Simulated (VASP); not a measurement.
## Ni3Pt: single point with LDA

Ni3Pt:

```
Ni Pt
1.0
     3.85168    0.00000    0.00000
     0.00000    3.85168    0.00000
     0.00000    0.00000    3.85168
Ni Pt
3 1
Direct
  0.50000 0.00000 0.50000
  0.00000 0.50000 0.50000
  0.50000 0.50000 0.00000
  0.00000 0.00000 0.00000
```

This cell differs from its parent crystal: volume scaled by 1.2.

```yaml
Program: VASP 6.6.1
Task: single point
Functional: LDA
Potentials_or_basis: VASP PAW LDA potentials, release 64 (Ni, Pt)
Cutoff: 520 eV
k_mesh: 9 × 9 × 9
Occupations: fermi-dirac, width 0.05 eV
Spin: no spin polarisation
Dipole_correction: no
Further_INCAR_settings: ALGO = Normal; EDIFF = 1e-07; NBANDS = 28
```

| Item | Value |
| --- | --- |
| Pressure | -34.8 GPa |
| Band gap on the k mesh | zero (band 20 reaches 7.35 eV, above the bottom of band 21 at 6.86 eV) |

Levels at points of the mesh, in eV from the Fermi level:
```
           k point  band 17  band 18  band 19  band 20  band 21  band 22  band 23  band 24
(0.00, 0.00, 0.00)     0.07     0.07     0.32     0.32     0.32     2.40     2.40     2.40
```

Wall time 59 s on 1 thread of Intel(R) Xeon(R) Platinum 8488C (Sapphire Rapids), on a shared host, peak memory 0.18 GiB.

Caveat: spin-orbit coupling is left out, which moves the levels of the heavy elements. Spin polarisation is off, so any magnetic state and its effect on volume and gap are missing.
